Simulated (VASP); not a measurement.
A run of VASP 6.6.1 is set up as follows.

Contents of INCAR:

```
ALGO = Normal
EDIFF = 1E-7
ENCUT = 520
GGA = PE
ISIF = 2
ISMEAR = 0
ISPIN = 2
LASPH = T
LCHARG = F
LMAXMIX = 4
LORBIT = 11
LREAL = F
LWAVE = F
MAGMOM = 2.5 0.33
NBANDS = 18
NELM = 150
PREC = Accurate
SIGMA = 0.05
```

The input KPOINTS:

```
k-points
0
Gamma
  14 14 14
```

POSCAR

```
CoO
1.0
   -1.5080000000      1.5080000000      2.1072475377
    1.5080000000     -1.5080000000      2.1072475377
    1.5080000000      1.5080000000     -2.1072475377
Co O
1 1
Direct
    0.0000000000      0.0000000000      0.0000000000
    0.5000000000      0.5165782493      0.0165782493
```

Potentials or basis: VASP PAW PBE potentials, release 64 (Co, O).

Launch:

```console
$ cat potpaw_PBE.64/Co/POTCAR potpaw_PBE.64/O/POTCAR > POTCAR
$ mpirun -np 1 vasp_std > vasp.out
```

(1) What does it give for the net moment?

(2) What does it give for the site moments?

(3) Estimate the pressure.

(4) Predict the largest force.

Answers

(1) 2.92 μB per cell.

(2) Co +2.56; O +0.31 μB.

(3) -0.3 GPa.

(4) 0.050 eV/Å.

Caveat: a cell with one magnetic atom can't hold antiferromagnetic order, which such compounds often take.
